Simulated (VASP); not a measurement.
A run of VASP 6.6.1:

INCAR

```
PREC = Accurate
ENCUT = 520
EDIFF = 1E-6
ISMEAR = 0
SIGMA = 0.15
LREAL = F
LASPH = T
NELM = 100
ALGO = Fast
ISIF = 2
LWAVE = F
LCHARG = F
GGA = PE
NBANDS = 13
```

The input KPOINTS:

```
regular mesh
0
Gamma
  22 22 22
```

POSCAR

```
Mo
1.0
    0.0000000000      1.7952512894      2.5384853232
    1.7952512894      0.0000000000      2.5384853232
    1.7952512894      1.7952512894      0.0000000000
Mo
1
Direct
    0.0000000000      0.0000000000      0.0000000000
```

Potentials or basis: VASP PAW PBE potentials, release 64 (Mo_sv).

The run is started by

```sh
$ cat potpaw_PBE.64/Mo_sv/POTCAR > POTCAR
$ mpirun -np 1 vasp_std > vasp.out
```

Hardware: 1 thread of AMD EPYC 9R45 96-Core Processor (Zen 5), on a shared host.

How long does it take, and how much memory?

It took 91 s on 1 thread of AMD EPYC 9R45 96-Core Processor (Zen 5) (shared host), peak memory 0.25 GiB. Counts: scf iterations 12, k points 834.
